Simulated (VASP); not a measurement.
NaCl:

```
Cl Na
1.0
     3.54828    0.00000    0.00000
     0.00000    3.54828    0.00000
     0.00000    0.00000    3.54828
Cl Na
1 1
Direct
  0.50000 0.50000 0.50000
  0.00000 0.00000 0.00000
```

Program: VASP 6.6.1. Alike in all runs: task single point; no spin polarisation; cell as given; k mesh 8 × 8 × 8; cutoff (eV) 520; smearing fermi-dirac 0.05 eV.

Task: Order these runs on this cell by their band gap on the k mesh, lowest first.
A. level LDA; potentials or basis VASP PAW LDA potentials, release 64 (Cl, Na_pv)
B. level PBEsol; potentials or basis VASP PAW PBE potentials, release 64 (Cl, Na_pv)
C. level r2SCAN; potentials or basis VASP PAW PBE potentials, release 64 (Cl, Na_pv)

Result: A (3.49 eV), B (3.72 eV), C (4.68 eV).

A k mesh can miss the band edges.
